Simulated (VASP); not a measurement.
Input of a VASP 6.6.1 run:

Contents of INCAR:

```
SYSTEM = Ni
  PREC = Accurate
  ENCUT = 520
  EDIFF = 1E-6
  ISMEAR = -1
  SIGMA = 0.1
  LREAL = .FALSE.
  LASPH = .TRUE.
  NELM = 150
  ALGO = Normal
  ISIF = 2
  LWAVE = .FALSE.
  LCHARG = .TRUE.
  ISPIN = 2
  MAGMOM = 1
  LORBIT = 11
  LMAXMIX = 4
  GGA = PS
  LELF = .TRUE.
  LVHAR = .TRUE.
  NBANDS = 15
```

File KPOINTS:

```
regular mesh
0
G
  17 17 17
  0 0 0
```

File POSCAR:

```
Ni
1.0
   -1.3837150000      1.3837150000      1.3837150000
    1.3837150000     -1.3837150000      1.3837150000
    1.3837150000      1.3837150000     -1.3837150000
Ni
1
Direct
    0.0000000000      0.0000000000      0.0000000000
```

Potentials or basis: VASP PAW PBE potentials, release 64 (Ni).

Command:

```bash
$ cat potpaw_PBE.64/Ni/POTCAR > POTCAR
$ mpirun -np 1 vasp_std > vasp.out
```

(1) Estimate the site moments.

(2) Predict the pressure.

(3) Estimate the net moment.

Results:

(1) Ni +0.48 μB.

(2) -2.6 GPa.

(3) 0.48 μB per cell.

Caveat: the PAW data sets were made with another functional, which shifts forces and pressure a little.
